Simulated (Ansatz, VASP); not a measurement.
## One calculation of CsH2, two programs

```xyz
6
Lattice="3.9722 0.0000 0.0000 0.0000 3.9722 0.0000 0.0000 0.0000 7.8282" Properties=species:S:1:pos:R:3 pbc="T T T"
Cs    0.0000    1.9861    5.9198
Cs    1.9861    0.0000    1.9085
H     0.0000    0.0000    0.0000
H     1.9861    1.9861    0.0000
H     0.0000    1.9861    0.7213
H     1.9861    0.0000    7.1069
```

Alike in both runs: task single point; functional PBE; k mesh 6 × 6 × 4; occupations gaussian, width 0.1 eV; no spin polarisation.

|  | VASP | Ansatz |
| --- | --- | --- |
| version | VASP 6.6.1 | Ansatz 0.2.0 |
| potentials or method | VASP PAW PBE potentials, release 64 (Cs_sv, H), cutoff 520 eV | scalar-relativistic, plane waves, PAW |
| valence electrons in the cell | 22 | 22 |

VASP gave:

```
gap on the k mesh at the Fermi level (eV)                     : none
pressure (GPa)                                                : 0.1
traceless stress, the component that is largest in VASP (GPa) : -0.16
rms of the force components (eV/Å)                            : 0.001
```

**Question.** Estimate Ansatz's values.

**Answer.** gap on the k mesh at the Fermi level (eV): none; pressure (GPa): 0.1; traceless stress, the component that is largest in VASP (GPa): -0.16; rms of the force components (eV/Å): 0.007.

Atom by atom the forces differ by 0.008 eV/Å (rms over components). A gap of «none» marks a metal or a gap that the smearing closes.

Spin-orbit coupling is off throughout.
